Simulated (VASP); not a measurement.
# Al32O (a cell with a defect) in VASP: single point with LDA

Aim: the single point of Al32O (a cell with a defect) with LDA.

Everything below comes from runs of VASP 6.6.1. Logs are shortened: lines on timing, memory, paths and dates and some standing lists are left out, and cuts for length are marked.

### Step 1. The cell of the first run

The cell holds a defect, 33 atoms: a = 8.100 Å, b = 8.100 Å, c = 8.100 Å, α = 90.00°, β = 90.00°, γ = 90.00°.

### Step 2. Single point, LDA

INCAR reads:

```
SYSTEM = Al32O
  PREC = Accurate
  ENCUT = 520
  EDIFF = 1E-6
  ISMEAR = -1
  SIGMA = 0.05
  LREAL = Auto
  LASPH = .True.
  NELM = 80
  ALGO = Normal
  ISIF = 2
  LWAVE = .False.
  LCHARG = .False.
  NBANDS = 73
```

KPOINTS reads:

```
regular mesh
0
Gamma
  3 3 3
  0 0 0
```

POSCAR reads:

```
Al32O
1.0
    8.1000000000      0.0000000000      0.0000000000
    0.0000000000      8.1000000000      0.0000000000
    0.0000000000      0.0000000000      8.1000000000
Al O
32 1
Direct
    0.4995267901      0.0030134568      0.0022935802
    0.7470932099      0.2505192593      0.0022779012
    0.7572069136     -0.0071482716      0.2405740741
    0.0084425926     -0.0025224691     -0.0032000000
    0.2514238272      0.2494807407     -0.0016408642
    0.5005872840      0.4986424691     -0.0016474074
    0.7526425926      0.7416720988     -0.0031961728
    0.2471471605      0.0022292593      0.2522687654
    0.4919008642      0.2581275309      0.2537814815
    0.7478970370      0.5030128395      0.2522219753
    0.4933432099     -0.0268807407      0.5089549383
    0.7768211111      0.2567241975      0.5089507407
    0.7538297531     -0.0037559259      0.7625577778
   -0.0005713580      0.4994904938     -0.0022187654
    0.2505909877      0.7506929630     -0.0022190123
   -0.0001776543      0.2487270370      0.2427886420
    0.2486849383      0.5013908642      0.2470591358
    0.5013412346      0.7503113580      0.2427459259
    0.0009217284     -0.0043685185      0.4994280247
    0.2372761728      0.2548922222      0.5013466667
    0.4951190123      0.5129561728      0.5013669136
    0.7545071605      0.7492162963      0.4994138272
    0.2513483951      0.0022806173      0.7471934568
    0.4970081481      0.2530041975      0.7508700000
    0.7478465432      0.4987534568      0.7472276543
    0.0043677778      0.7457456790      0.2456720988
    0.0038119753      0.5064883951      0.4973713580
    0.2435176543      0.7462991358      0.4973497531
    0.0028559259      0.2477227160      0.7595382716
    0.2477351852      0.5023329630      0.7528746914
    0.5023596296      0.7472298765      0.7596137037
    0.0028833333      0.7472365432      0.7511288889
    0.6112619753      0.1386928395      0.4085954321
```

Potentials or basis: VASP PAW LDA potentials, release 64 (Al, O).

Run with:

```sh
> cat potpaw_LDA.64/Al/POTCAR potpaw_LDA.64/O/POTCAR > POTCAR
> mpirun -np 1 vasp_std > vasp.out
```

OUTCAR:

```text
SYSTEM = Al32O
   PREC = Accurate
   ENCUT = 520
   EDIFF = 1E-6
   ISMEAR = -1
   LREAL = Auto
   LASPH = .True.
   NELM = 80
   ISIF = 2

 ion  position               nearest neighbor table
   1  0.500  0.003  0.002-  18 2.83  13 2.83   5 2.83   2 2.84   3 2.84  31 2.86  15 2.87  24 2.87
                             8 2.88  23 2.88   9 2.90   7 2.95
   2  0.747  0.251  0.002-  16 2.83  13 2.83   6 2.83   1 2.84   3 2.84  29 2.86  14 2.87  24 2.87
                            10 2.88  25 2.88   9 2.90   4 2.95
   3  0.757  0.993  0.241-  33 2.16  26 2.83   7 2.84   4 2.84   1 2.84   2 2.84  18 2.86  16 2.86
                            22 2.88  19 2.88   9 3.04  12 3.05  11 3.05
   4  0.008  0.997  0.997-  29 2.79  15 2.80  13 2.80  23 2.82   8 2.83   5 2.84   3 2.84  32 2.84
                            16 2.85  26 2.87   7 2.93   2 2.95
   5  0.251  0.249  0.998-  29 2.79  24 2.82   1 2.83   4 2.84  16 2.84   9 2.84   6 2.85  23 2.85
                            30 2.85  17 2.87   8 2.87  14 2.88
   6  0.501  0.499  0.998-  31 2.79  24 2.82   2 2.83   7 2.84  18 2.84   9 2.84   5 2.85  25 2.85
                            30 2.85  17 2.87  10 2.87  15 2.88
   7  0.753  0.742  0.997-  31 2.79  14 2.80  13 2.80  25 2.82  10 2.83   3 2.84   6 2.84  32 2.84
                            18 2.85  26 2.87   4 2.93   1 2.95
   8  0.247  0.002  0.252-  19 2.83  16 2.83   4 2.83  26 2.86   9 2.87  28 2.87   5 2.87  20 2.87
                             1 2.88  11 2.89  15 2.90  18 2.90
   9  0.492  0.258  0.254-  33 1.86  17 2.79   5 2.84   6 2.84   8 2.87  10 2.87  20 2.88  21 2.88
[... 32 lines left out ...]
                             2 2.88  32 2.88  27 2.90  29 2.90
  26  0.004  0.746  0.246-  17 2.80  28 2.81  27 2.81  15 2.83  14 2.83   3 2.83  10 2.86   8 2.86
                             7 2.87   4 2.87  22 2.88  19 2.88
  27  0.004  0.506  0.497-  12 2.74  28 2.75  20 2.78  26 2.81  22 2.82  32 2.83  17 2.84  30 2.86
                            10 2.87  25 2.90  16 2.93  29 2.98
  28  0.244  0.746  0.497-  11 2.73  27 2.75  21 2.78  26 2.81  19 2.82  32 2.83  17 2.84  30 2.86
                             8 2.87  23 2.90  18 2.94  31 2.98
  29  0.003  0.248  0.760-  12 2.73   5 2.79   4 2.79  14 2.81  20 2.83  23 2.83   2 2.86  30 2.86
                            13 2.87  25 2.90  19 2.93  27 2.98
  30  0.248  0.502  0.753-  32 2.81  14 2.83  15 2.83   6 2.85   5 2.85  24 2.86  21 2.86  20 2.86
                            27 2.86  28 2.86  29 2.86  31 2.86
  31  0.502  0.747  0.760-  11 2.73   6 2.79   7 2.79  15 2.81  21 2.82  25 2.83   1 2.86  30 2.86
                            13 2.87  23 2.90  22 2.93  28 2.98
  32  0.003  0.747  0.751-  30 2.81  15 2.83  14 2.83  28 2.83  27 2.83   4 2.84   7 2.84  13 2.85
                            22 2.86  19 2.86  23 2.88  25 2.88
  33  0.611  0.139  0.409-  11 1.84  12 1.84   9 1.86   3 2.16

  LATTYP: Found a simple cubic cell.
 ALAT       =     8.1000000000

  Lattice vectors:

 A1 = (   8.1000000000,   0.0000000000,   0.0000000000)
 A2 = (   0.0000000000,   8.1000000000,   0.0000000000)
 A3 = (   0.0000000000,   0.0000000000,   8.1000000000)

Analysis of symmetry for initial positions (statically):
[... 193 lines left out ...]
   IALGO  =     38    algorithm
   IMIX   =      4    mixing-type and parameters
     AMIX     =   0.40;   BMIX     =  1.00
     AMIX_MAG =   1.60;   BMIX_MAG =  1.00
  volume/ion in A,a.u.               =      16.10       108.68
  Fermi-wavevector in a.u.,A,eV,Ry     =   0.944329  1.784523 12.133087  0.891757
  Thomas-Fermi vector in A             =   2.072123
   LORBIT       =      0    0 simple, 1 ext, 2 COOP (PROOUT), +10 PAW based schemes
   GGA     = CA    functional components
   LHFCALC =     F    Hartree Fock is set to
   AEXX    =    0.0000 exact exchange contribution
   IVDW    =     0    specifies the selected vdW correction
   LEPSILON=     F    determine dielectric tensor
   LRPA    =     F    only Hartree local field effects (RPA)
 non-spin polarized calculation
  energy-cutoff  :      520.00
  volume of cell :      531.44
 maximum number of plane-waves:     14358
   NGX = 31   NGY = 31   NGZ = 31

 number of electron     102.0000000 magnetization

 Free energy of the ion-electron system (eV)
  ---------------------------------------------------
  ext. energy  EPLUGINS =         0.00000000
  ---------------------------------------------------
  free energy    TOTEN  =      -143.74597365 eV

  energy without entropy =     -143.67589988  energy(sigma->0) =     -143.71093676

 E-fermi :   7.7789     XC(G=0): -10.3890

 val. band max:        7.7732604246   @ k =   0.0000   0.3333   0.3333
 cond. band min:       7.8314295920   @ k =  -0.3333   0.3333   0.0000
 fundamental gap:      0.0581691674
 Fermi energy:         7.7789046798

 k-point     1 :       0.0000    0.0000    0.0000
  band No.  band energies     occupation
      1     -13.1465      2.00000
      2      -3.1427      2.00000
      3      -1.4395      2.00000
      4      -1.3448      2.00000
      5      -1.2023      2.00000
      6      -1.0549      2.00000
[... 913 lines left out ...]
     62       9.5999      0.00000
     63       9.6278      0.00000
 [bands above 63 left out]

------------------------ aborting loop because EDIFF is reached ----------------------------------------

  FORCE on cell =-STRESS in cart. coord.  units (eV):
  Direction    XX          YY          ZZ          XY          YZ          ZX
  --------------------------------------------------------------------------------------
  -------------------------------------------------------------------------------------
  Total       -7.4209589     -7.4242609     -8.1759534     -0.0097558     -0.3597163      0.3602551
  in kB      -22.3725533    -22.3825082    -24.6486952     -0.0294116     -1.0844652      1.0860895
  external PRESSURE =     -23.1345856 kB  Pullay stress =       0.0000000 kB

 VOLUME and BASIS-vectors are now :
 -----------------------------------------------------------------------------
  energy-cutoff  :      520.00
  volume of cell :      531.44
      direct lattice vectors                 reciprocal lattice vectors
     8.100000000  0.000000000  0.000000000     0.123456790  0.000000000  0.000000000
     0.000000000  8.100000000  0.000000000     0.000000000  0.123456790  0.000000000
     0.000000000  0.000000000  8.100000000     0.000000000  0.000000000  0.123456790

 POSITION                                       TOTAL-FORCE (eV/Angst)
 -----------------------------------------------------------------------------------
      4.04617      0.02441      0.01858         0.001997     -0.027632      0.012465
      6.05146      2.02921      0.01845         0.027617     -0.000630      0.013349
      6.13338      8.04210      1.94865        -0.122344      0.123189      0.211521
      0.06839      8.07957      8.07408        -0.051458      0.004020      0.018982
      2.03653      2.02079      8.08671        -0.046001     -0.005941      0.004700
      4.05476      4.03900      8.08666         0.007031      0.045742      0.006015
[... 25 lines left out ...]
      0.02335      6.05262      6.08414        -0.011925      0.011070     -0.002254
      4.95122      1.12341      3.30962         0.433212     -0.424058     -0.855614
 -----------------------------------------------------------------------------------
    total drift:                               -0.000183     -0.001561      0.004225

  FREE ENERGIE OF THE ION-ELECTRON SYSTEM (eV)
  ---------------------------------------------------
  free  energy   TOTEN  =      -143.7459736524 eV

  energy  without entropy=     -143.6758998753  energy(sigma->0) =     -143.71093676
```

stdout:

```text
POSCAR found type information on POSCAR AlO
 POSCAR found :  2 types and      33 ions
 scaLAPACK will be used
 LDA part: xc-table for (Slater(with rela. corr.)+CA(PZ))
 , standard interpolation
 POSCAR, INCAR and KPOINTS ok, starting setup
 FFT: planning ... GRIDC
 FFT: planning ... GRID_SOFT
 FFT: planning ... GRID
 WAVECAR not read
 entering main loop
```

It took 18 min on 1 thread of Intel Xeon Platinum 8259CL at 2.50GHz (Skylake/Cascade Lake), shared host; peak memory 0.58 GiB.

What came out:

| Quantity | Value |
| --- | --- |
| Free energy | -143.7460 eV |
| Pressure | -2.3 GPa |
| Largest force | 1.049 eV/Å |
| Band gap on the k mesh | zero (bands 51 and 52 overlap by 0.40 eV) |

Forces on the atoms (eV/Å):
```
Al   0.002 -0.028  0.012
Al   0.028 -0.001  0.013
Al  -0.122  0.123  0.212
Al  -0.051  0.004  0.019
Al  -0.046 -0.006  0.005
Al   0.007  0.046  0.006
Al  -0.004  0.051  0.018
Al  -0.031 -0.025 -0.006
Al  -0.112  0.115 -0.173
Al   0.022  0.026 -0.004
Al  -0.070  0.129  0.130
Al  -0.130  0.070  0.129
Al  -0.059  0.060 -0.056
Al   0.016  0.004  0.004
Al  -0.004 -0.017  0.003
Al   0.015  0.019  0.075
Al  -0.032  0.033  0.017
Al  -0.019 -0.019  0.075
Al   0.024  0.033  0.027
Al   0.108 -0.030  0.027
Al   0.034 -0.113  0.026
Al  -0.032 -0.027  0.028
Al  -0.026 -0.026  0.063
Al   0.016 -0.013  0.135
Al   0.023  0.025  0.061
Al  -0.028  0.027  0.020
Al   0.002 -0.034  0.003
Al   0.033 -0.004  0.004
Al   0.032  0.003 -0.014
Al  -0.015  0.015  0.014
Al  -0.002 -0.032 -0.015
Al  -0.012  0.011 -0.002
O    0.433 -0.424 -0.856
```

Levels at points of the mesh, in eV from the Fermi level:
```
           k point  band 47  band 48  band 49  band 50  band 51  band 52  band 53  band 54  band 55  band 56
(0.00, 0.00, 0.00)    -0.60    -0.52     0.13     0.14     0.24     0.30     0.38     0.45     0.65     0.97
```
